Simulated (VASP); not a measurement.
Set up this calculation in VASP 6.6.1, as the native input.

```
Task                   : single point
Functional             : r2SCAN
Potentials or basis    : VASP PAW PBE potentials, release 64 (Zr_sv)
Cutoff                 : 520 eV
k mesh                 : 16 × 16 × 16
Occupations            : gaussian, width 0.1 eV
Spin                   : no spin polarisation
Dipole correction      : no
Further INCAR settings : ALGO = Normal; EDIFF = 1e-06; NBANDS = 12
```

Zr:

```
Zr
1.0
     0.00000    2.22548    2.22548
     2.22548    0.00000    2.22548
     2.22548    2.22548    0.00000
Zr
1
Direct
  0.00000 0.00000 0.00000
```

This cell differs from its parent crystal: functional r2SCAN, strained.

These files were run (other wordings do the same):

POSCAR

```
Zr
1.0
    0.0000000000      2.2254820500      2.2254820500
    2.2254820500      0.0000000000      2.2254820500
    2.2254820500      2.2254820500      0.0000000000
Zr
1
Direct
    0.0000000000      0.0000000000      0.0000000000
```

INCAR.step1

```
PREC = Accurate ; ENCUT = 520
ISMEAR = 0 ; SIGMA = 0.1
LREAL = F ; LASPH = T
NELM = 80 ; NBANDS = 12
GGA = PE ; ALGO = Normal
EDIFF = 1E-4 ; LWAVE = T
LCHARG = F
```

INCAR.step2

```
PREC = Accurate ; ENCUT = 520
EDIFF = 1E-6 ; ISMEAR = 0
SIGMA = 0.1 ; LREAL = F
LASPH = T ; NELM = 80
ALGO = Normal ; ISIF = 2
LWAVE = F ; LCHARG = T
METAGGA = R2SCAN ; LMIXTAU = T
LELF = T ; LVHAR = T
NBANDS = 12 ; ISTART = 1
```

KPOINTS

```
regular mesh
0
Gamma
  16 16 16
```

Potentials or basis: VASP PAW PBE potentials, release 64 (Zr_sv).

The run is started by

```console
$ cat potpaw_PBE.64/Zr_sv/POTCAR > POTCAR
$ cp INCAR.step1 INCAR
$ mpirun -np 1 vasp_std > vasp.out
$ cp INCAR.step2 INCAR
$ mpirun -np 1 vasp_std > vasp.out
```

Results of the run:

```json
{"Pressure": "5.6 GPa", "Band gap on the k mesh": "zero (band 6 reaches 10.68 eV, above the bottom of band 7 at 9.09 eV)"}
```

Caveat: the cell differs from its parent crystal (functional r2SCAN, strained); the PAW data sets were made with another functional, which shifts forces and pressure a little.

Wall time 77 s on 1 thread of AMD EPYC 9R45 96-Core Processor (Zen 5) (shared host), peak memory 0.14 GiB.
